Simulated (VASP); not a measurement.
## TlRu2: single point with PBE

TlRu2:

```
Tl Ru
1.0
     0.00000    3.09371    3.09371
     3.09371    0.00000    3.09371
     3.09371    3.09371    0.00000
Tl Ru
1 2
Direct
  0.00000 0.00000 0.00000
  0.25000 0.25000 0.25000
  0.75000 0.75000 0.75000
```

```json
{"Program": "VASP 6.6.1", "Task": "single point", "Functional": "PBE", "Potentials or basis": "VASP PAW PBE potentials, release 64 (Tl_d, Ru_pv)", "Cutoff": "520 eV", "k mesh": "14 × 14 × 14", "Occupations": "gaussian, width 0.1 eV", "Spin": "no spin polarisation", "Dipole correction": "no", "Further INCAR settings": "ALGO = Fast; EDIFF = 1e-06; NBANDS = 28"}
```

```yaml
Pressure: 0.0 GPa
Band_gap_on_the_k_mesh: zero (an odd number of electrons rules out a gap without spin polarisation)
```

Levels at points of the mesh, in eV from the Fermi level:
```
           k point  band 18  band 19  band 20  band 21  band 22  band 23
(0.00, 0.00, 0.00)     0.39     0.39     0.39     1.20     1.20     4.87
(0.50, 0.00, 0.00)    -0.98    -0.98    -0.86    -0.44    -0.44     0.32
(0.50, 0.50, 0.00)    -1.32    -0.20    -0.20     0.21     1.13     1.19
```

It took 5 min on 1 thread of Intel Xeon 8259CL (shared host), peak memory 0.32 GiB.

Caveat: spin-orbit coupling is left out, which moves the levels of the heavy elements.
